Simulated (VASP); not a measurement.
Input of a VASP 6.6.1 run:

File INCAR:

```
PREC     = Accurate       # precision mode
ENCUT    = 600            # plane-wave cutoff, eV
EDIFF    = 1E-6           # SCF threshold, eV
ISMEAR   = -1             # smearing method
SIGMA    = 0.1            # smearing width, eV
LREAL    = False          # projectors in reciprocal space
LASPH    = True           # aspherical terms in the spheres
NELM     = 60             # most SCF steps
ALGO     = Normal         # electronic algorithm
ISIF     = 3              # what is computed and relaxed
LWAVE    = False          # write WAVECAR
LCHARG   = False          # write CHGCAR
GGA      = PE             # functional
IBRION   = 2              # ionic algorithm
NSW      = 32             # ionic steps
EDIFFG   = -0.005         # ionic threshold
PSTRESS  = 2300.0
```

Contents of KPOINTS:

```
Automatic mesh
0
Gamma
  18 18 18
```

POSCAR

```
Tl
1.0
   -1.4980911975      1.4980911975      1.4980911975
    1.4980911975     -1.4980911975      1.4980911975
    1.4980911975      1.4980911975     -1.4980911975
Tl
1
Direct
    0.0000000000      0.0000000000      0.0000000000
```

Potentials or basis: VASP PAW PBE potentials, release 64 (Tl_d).

Launch:

```console
$ cat potpaw_PBE.64/Tl_d/POTCAR > POTCAR
$ mpirun -np 1 vasp_std > vasp.out
```

Q: Predict the band gap on the k mesh.

A: Zero (an odd number of electrons rules out a gap without spin polarisation).

Q: Predict the relaxed cell.

A: a = 2.595 Å, b = 2.595 Å, c = 2.595 Å, α = 109.47°, β = 109.47°, γ = 109.47°.

Q: What does it give for the relaxed volume?

A: 13.46 Å³/atom.

Final structure:
```
Tl
1.0
    -1.49835    1.49835    1.49835
     1.49835   -1.49835    1.49835
     1.49835    1.49835   -1.49835
Tl
1
Cartesian
  0.0000 0.0000 0.0000
```

Caveat: the cell is relaxed towards a set pressure, so the run minimises the enthalpy, not the energy; spin-orbit coupling is left out, which moves the levels of the heavy elements.
